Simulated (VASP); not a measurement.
# Si3N4 (P6_3/m) in VASP: electric field gradients with r2SCAN

Aim: the electric field gradients of Si3N4 with r2SCAN.

Everything below comes from runs of VASP 6.6.1. Logs are shortened: lines on timing, memory, paths and dates and some standing lists are left out, and cuts for length are marked.

### Step 1. The cell of the first run

It takes space group P6_3/m (No. 176, hexagonal). Conventional cell: a = 7.637 Å, b = 7.637 Å, c = 2.922 Å, α = 90.00°, β = 90.00°, γ = 120.00°. Within 2.3 Å of Si (site symmetry m) lie 4 N at 1.74 Å. Within 2.3 Å of N (site symmetry -6) lie 3 Si at 1.74 Å. N (site symmetry m) has 3 Si at 1.74 Å within 2.3 Å.

### Step 2. Electric field gradients, r2SCAN

File POSCAR:

```
Si3N4
1.0
    7.6374000000      0.0000000000      0.0000000000
   -3.8187000000      6.6141824189      0.0000000000
    0.0000000000      0.0000000000      2.9220000000
Si N
6 8
Direct
    0.1744565717      0.7683569832      0.2500000000
    0.4060995884      0.1744565717      0.7500000000
    0.2316430168      0.4060995884      0.2500000000
    0.8255434283      0.2316430168      0.7500000000
    0.5939004116      0.8255434283      0.2500000000
    0.7683569832      0.5939004116      0.7500000000
    0.3333333333      0.6666666667      0.2500000000
    0.6666666667      0.3333333333      0.7500000000
    0.3298874163      0.0303528775      0.2500000000
    0.2995345388      0.3298874163      0.7500000000
    0.9696471225      0.2995345388      0.2500000000
    0.6701125837      0.9696471225      0.7500000000
    0.7004654612      0.6701125837      0.2500000000
    0.0303528775      0.7004654612      0.7500000000
```

File INCAR.step1:

```
PREC = Accurate ; ENCUT = 520
ISMEAR = -1 ; SIGMA = 0.02
LREAL = False ; LASPH = True
NELM = 100 ; NBANDS = 45
GGA = PE ; ALGO = Normal
EDIFF = 1E-4 ; LWAVE = True
LCHARG = False
```

File INCAR.step2:

```
PREC = Accurate ; ENCUT = 520
EDIFF = 1E-8 ; ISMEAR = -1
SIGMA = 0.02 ; LREAL = False
LASPH = True ; NELM = 100
ALGO = Normal ; ISIF = 2
LWAVE = False ; LCHARG = False
METAGGA = R2SCAN ; LMIXTAU = True
LEFG = True ; NBANDS = 45
ISTART = 1
```

File KPOINTS:

```
Automatic mesh
0
Gamma
  4 4 9
```

Potentials or basis: VASP PAW PBE potentials, release 64 (Si, N).

On the command line:

```sh
$ cat potpaw_PBE.64/Si/POTCAR potpaw_PBE.64/N/POTCAR > POTCAR
$ cp INCAR.step1 INCAR
$ mpirun -np 1 vasp_std > vasp.out
$ cp INCAR.step2 INCAR
$ mpirun -np 1 vasp_std > vasp.out
```

OUTCAR:

```text
PREC = Accurate
   ENCUT = 520
   EDIFF = 1E-8
   ISMEAR = -1
   LREAL = False
   LASPH = True
   NELM = 100
   ISIF = 2
   METAGGA = R2SCAN
   ISTART = 1

 ion  position               nearest neighbor table
   1  0.174  0.768  0.250-   7 1.74   9 1.74  14 1.74  14 1.74   5 3.01   3 3.01   2 3.07   2 3.07
                             6 3.07   6 3.07
   2  0.406  0.174  0.750-   8 1.74  10 1.74   9 1.74   9 1.74   4 3.01   6 3.01   3 3.07   3 3.07
                             1 3.07   1 3.07
   3  0.232  0.406  0.250-   7 1.74  11 1.74  10 1.74  10 1.74   1 3.01   5 3.01   2 3.07   2 3.07
                             4 3.07   4 3.07
   4  0.826  0.232  0.750-   8 1.74  12 1.74  11 1.74  11 1.74   2 3.01   6 3.01   5 3.07   5 3.07
                             3 3.07   3 3.07
   5  0.594  0.826  0.250-   7 1.74  13 1.74  12 1.74  12 1.74   1 3.01   3 3.01   6 3.07   6 3.07
                             4 3.07   4 3.07
   6  0.768  0.594  0.750-   8 1.74  14 1.74  13 1.74  13 1.74   4 3.01   2 3.01   5 3.07   5 3.07
                             1 3.07   1 3.07
   7  0.333  0.667  0.250-   1 1.74   5 1.74   3 1.74
   8  0.667  0.333  0.750-   4 1.74   2 1.74   6 1.74
   9  0.330  0.030  0.250-   1 1.74   2 1.74   2 1.74
  10  0.300  0.330  0.750-   2 1.74   3 1.74   3 1.74
  11  0.970  0.300  0.250-   3 1.74   4 1.74   4 1.74
  12  0.670  0.970  0.750-   4 1.74   5 1.74   5 1.74
  13  0.700  0.670  0.250-   5 1.74   6 1.74   6 1.74
  14  0.030  0.700  0.750-   6 1.74   1 1.74   1 1.74

  LATTYP: Found a hexagonal cell.
 ALAT       =     7.6374000000
 C/A-ratio  =     0.3825909341

  Lattice vectors:

 A1 = (   7.6374000000,   0.0000000000,   0.0000000000)
 A2 = (  -3.8187000000,   6.6141824189,   0.0000000000)
 A3 = (   0.0000000000,   0.0000000000,   2.9220000000)

Analysis of symmetry for initial positions (statically):
=====================================================================
 Subroutine PRICEL returns:
 Original cell was already a primitive cell.

 Routine SETGRP: Setting up the symmetry group for a
 hexagonal supercell.

 Subroutine GETGRP returns: Found 12 space group operations
 (whereof  6 operations were pure point group operations)
 out of a pool of 24 trial point group operations.

The static configuration has the point symmetry S_6 .
 The point group associated with its full space group is C_6h.

Analysis of symmetry for dynamics (positions and initial velocities):
=====================================================================
 Subroutine PRICEL returns:
 Original cell was already a primitive cell.

 Routine SETGRP: Setting up the symmetry group for a
 hexagonal supercell.

 Subroutine GETGRP returns: Found 12 space group operations
 (whereof  6 operations were pure point group operations)
 out of a pool of 24 trial point group operations.

The dynamic configuration has the point symmetry S_6 .
 The point group associated with its full space group is C_6h.

 Subroutine INISYM returns: Found 12 space group operations
 (whereof  6 operations are pure point group operations),
 and found     1 'primitive' translations

----------------------------------------------------------------------------------------

                                     Primitive cell

  volume of cell :     147.6053

  direct lattice vectors                    reciprocal lattice vectors
     7.637400000  0.000000000  0.000000000     0.130934611  0.075595133  0.000000000
    -3.818700000  6.614182419  0.000000000     0.000000000  0.151190266  0.000000000
     0.000000000  0.000000000  2.922000000     0.000000000  0.000000000  0.342231348

  length of vectors
     7.637400000  7.637400000  2.922000000     0.151190266  0.151190266  0.342231348

  position of ions in fractional coordinates (direct lattice)
     0.174456572  0.768356983  0.250000000
     0.406099588  0.174456572  0.750000000
     0.231643017  0.406099588  0.250000000
     0.825543428  0.231643017  0.750000000
     0.593900412  0.825543428  0.250000000
     0.768356983  0.593900412  0.750000000
[... 128 lines left out ...]
   NGX = 29   NGY = 29   NGZ = 11

 number of electron      63.9999994 magnetization

 Free energy of the ion-electron system (eV)
  ---------------------------------------------------
  ext. energy  EPLUGINS =         0.00000000
  ---------------------------------------------------
  free energy    TOTEN  =      -144.14076010 eV

  energy without entropy =     -144.14076010  energy(sigma->0) =     -144.14076010

 E-fermi :   6.8590     XC(G=0): -11.3092

 val. band max:        6.3541376485   @ k =   0.0000   0.0000   0.2222
 cond. band min:      11.2866351716   @ k =   0.0000   0.0000   0.0000
 fundamental gap:      4.9324975231
 Fermi energy:         6.8590221673

 k-point     1 :       0.0000    0.0000    0.0000
  band No.  band energies     occupation
      1     -12.6203      2.00000
      2     -11.1676      2.00000
      3     -11.1676      2.00000
      4     -10.5202      2.00000
      5     -10.3863      2.00000
      6     -10.3863      2.00000
[... 929 lines left out ...]
     43      14.7003      0.00000
     44      14.8351      0.00000
 [bands above 44 left out]

------------------------ aborting loop because EDIFF is reached ----------------------------------------

  FORCE on cell =-STRESS in cart. coord.  units (eV):
  Direction    XX          YY          ZZ          XY          YZ          ZX
  --------------------------------------------------------------------------------------
  -------------------------------------------------------------------------------------
  Total       -3.2128667     -3.2128667     -4.1918541     -0.0000011     -0.0000000      0.0000000
  in kB      -34.8739684    -34.8739684    -45.5003589     -0.0000120     -0.0000000      0.0000000
  external PRESSURE =     -38.4160985 kB  Pullay stress =       0.0000000 kB

 VOLUME and BASIS-vectors are now :
 -----------------------------------------------------------------------------
  energy-cutoff  :      520.00
  volume of cell :      147.61
      direct lattice vectors                 reciprocal lattice vectors
     7.637400000  0.000000000  0.000000000     0.130934611  0.075595133  0.000000000
    -3.818700000  6.614182419  0.000000000     0.000000000  0.151190266  0.000000000
     0.000000000  0.000000000  2.922000000     0.000000000  0.000000000  0.342231348

 POSITION                                       TOTAL-FORCE (eV/Angst)
 -----------------------------------------------------------------------------------
     -1.60173      5.08205      0.73050         0.003968      0.043148      0.000000
      2.43535      1.15389      2.19150        -0.035383      0.025010      0.000000
      0.21838      2.68602      0.73050        -0.039351     -0.018138      0.000000
      5.42043      1.53213      2.19150        -0.003968     -0.043148     -0.000000
      1.38335      5.46029      0.73050         0.035383     -0.025010     -0.000000
      3.60032      3.92817      2.19150         0.039351      0.018138     -0.000000
     -0.00000      4.40945      0.73050         0.000000      0.000000     -0.000000
      3.81870      2.20473      2.19150         0.000000      0.000000     -0.000000
      2.40357      0.20076      0.73050         0.007063      0.051473     -0.000000
      1.02792      2.18194      2.19150        -0.041046      0.031853     -0.000000
      6.26175      1.98118      0.73050        -0.048108     -0.019620     -0.000000
      1.41513      6.41342      2.19150        -0.007063     -0.051473     -0.000000
      2.79078      4.43225      0.73050         0.041046     -0.031853     -0.000000
     -2.44305      4.63301      2.19150         0.048108      0.019620      0.000000
 -----------------------------------------------------------------------------------
    total drift:                               -0.000000      0.000000      0.000000

  FREE ENERGIE OF THE ION-ELECTRON SYSTEM (eV)
  ---------------------------------------------------
  free  energy   TOTEN  =      -144.1407601010 eV

  energy  without entropy=     -144.1407601010  energy(sigma->0) =     -144.14076010

 Electric field gradients (V/A^2)
---------------------------------------------------------------------
 ion       V_xx      V_yy      V_zz      V_xy      V_xz      V_yz
---------------------------------------------------------------------
   1      -3.310     7.010    -3.700     5.524    -0.000     0.000
   2      -0.354     4.054    -3.700    -7.231     0.000    -0.000
   3       9.214    -5.514    -3.700     1.707    -0.000     0.000
   4      -3.310     7.010    -3.700     5.524     0.000    -0.000
   5      -0.354     4.054    -3.700    -7.231    -0.000     0.000
   6       9.214    -5.514    -3.700     1.707     0.000    -0.000
   7      23.914    23.914   -47.827     0.000    -0.000     0.000
   8      23.914    23.914   -47.827     0.000     0.000    -0.000
   9     -47.649    21.228    26.421     2.412    -0.000     0.000
  10       1.920   -28.340    26.420   -31.031     0.000     0.000
  11       6.098   -32.519    26.420    28.618     0.000    -0.000
  12     -47.649    21.228    26.421     2.412     0.000    -0.000
  13       1.920   -28.340    26.420   -31.031    -0.000    -0.000
  14       6.098   -32.519    26.420    28.618    -0.000     0.000
---------------------------------------------------------------------

 Electric field gradients after diagonalization (V/A^2)
 (convention: |V_zz| > |V_xx| > |V_yy|)
----------------------------------------------------------------------
 ion       V_xx      V_yy      V_zz     asymmetry (V_yy - V_xx)/ V_zz
----------------------------------------------------------------------
   1      -5.709    -3.700     9.409       0.214
   2      -5.709    -3.700     9.409       0.214
   3      -5.709    -3.700     9.409       0.214
   4      -5.709    -3.700     9.409       0.214
   5      -5.709    -3.700     9.409       0.214
   6      -5.709    -3.700     9.409       0.214
   7      23.914    23.913   -47.827       0.000
   8      23.914    23.913   -47.827       0.000
   9      26.421    21.312   -47.733       0.107
  10      26.420    21.313   -47.733       0.107
  11      26.420    21.312   -47.733       0.107
  12      26.421    21.312   -47.733       0.107
  13      26.420    21.313   -47.733       0.107
  14      26.420    21.312   -47.733       0.107
----------------------------------------------------------------------

           NMR quadrupolar parameters

 Cq : quadrupolar parameter    Cq=e*Q*V_zz/h
 eta: asymmetry parameters     (V_yy - V_xx)/ V_zz
 Q  : nuclear electric quadrupole moment in mb (millibarn)
----------------------------------------------------------------------
 ion       Cq(MHz)       eta       Q (mb)
----------------------------------------------------------------------
   1       0.023       0.214       1.000
   2       0.023       0.214       1.000
   3       0.023       0.214       1.000
   4       0.023       0.214       1.000
   5       0.023       0.214       1.000
   6       0.023       0.214       1.000
   7      -0.116       0.000       1.000
   8      -0.116       0.000       1.000
   9      -0.115       0.107       1.000
  10      -0.115       0.107       1.000
  11      -0.115       0.107       1.000
  12      -0.115       0.107       1.000
  13      -0.115       0.107       1.000
  14      -0.115       0.107       1.000
----------------------------------------------------------------------
```

Wall time 9.7 min (1 thread of Intel Xeon Platinum 8259CL at 2.50GHz (Skylake/Cascade Lake), shared host); peak memory 0.35 GiB.

Results:

```
Free energy            : -144.1408 eV
Pressure               : -3.8 GPa
Largest force          : 0.052 eV/Å
Band gap on the k mesh : 4.93 eV, indirect (least direct gap 5.12 eV)
```

Forces in eV/Å, atoms in the order of the input:
```
Si   0.004  0.043  0.000
Si  -0.035  0.025  0.000
Si  -0.039 -0.018  0.000
Si  -0.004 -0.043  0.000
Si   0.035 -0.025  0.000
Si   0.039  0.018  0.000
N    0.000  0.000  0.000
N    0.000  0.000  0.000
N    0.007  0.051  0.000
N   -0.041  0.032  0.000
N   -0.048 -0.020  0.000
N   -0.007 -0.051  0.000
N    0.041 -0.032  0.000
N    0.048  0.020  0.000
```

Stress tensor (GPa, compression positive):
```
-3.49  0.00  0.00
 0.00 -3.49  0.00
 0.00  0.00 -4.55
```

Electric field gradients, principal values (V/Å²):
| atom | least | middle | greatest (by size) |
| --- | --- | --- | --- |
| 1 Si | -3.700 | -5.709 | 9.409 |
| 2 Si | -3.700 | -5.709 | 9.409 |
| 3 Si | -3.700 | -5.709 | 9.409 |
| 4 Si | -3.700 | -5.709 | 9.409 |
| 5 Si | -3.700 | -5.709 | 9.409 |
| 6 Si | -3.700 | -5.709 | 9.409 |
| 7 N | 23.913 | 23.914 | -47.827 |
| 8 N | 23.913 | 23.914 | -47.827 |
| 9 N | 21.312 | 26.421 | -47.733 |
| 10 N | 21.313 | 26.420 | -47.733 |
| 11 N | 21.312 | 26.420 | -47.733 |
| 12 N | 21.312 | 26.421 | -47.733 |
| 13 N | 21.313 | 26.420 | -47.733 |
| 14 N | 21.312 | 26.420 | -47.733 |

Caveat: without QUAD_EFG the Cq values of the log hold for a quadrupole moment of 1 mb, not for the nuclei; the PAW data sets were made with another functional, which shifts forces and pressure a little.
